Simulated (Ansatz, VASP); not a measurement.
**Zr: VASP beside Ansatz**

```
CELL_PARAMETERS angstrom
-1.78554 1.78554 1.78554
1.78554 -1.78554 1.78554
1.78554 1.78554 -1.78554
ATOMIC_POSITIONS crystal
Zr 0.00000 0.00000 0.00000
```

Change from the starting cell: volume scaled by 0.96.

Alike in both runs: task single point; functional PBEsol; k mesh 14 × 14 × 14; occupations fermi-dirac, width 0.08 eV; no spin polarisation.

|  | VASP | Ansatz |
| --- | --- | --- |
| version | VASP 6.6.1 | Ansatz 0.2.0 |
| potentials or method | VASP PAW PBE potentials, release 64 (Zr_sv), cutoff 520 eV | all-electron LAPW, scalar-relativistic |

Ansatz gave:

```
pressure (GPa) : -3.6
```

Q: Estimate VASP's values.

A: Pressure (GPa): -3.5.

VASP's potentials were made for PBE, not for PBEsol. Ansatz ran all-electron here, and VASP with PAW potentials.
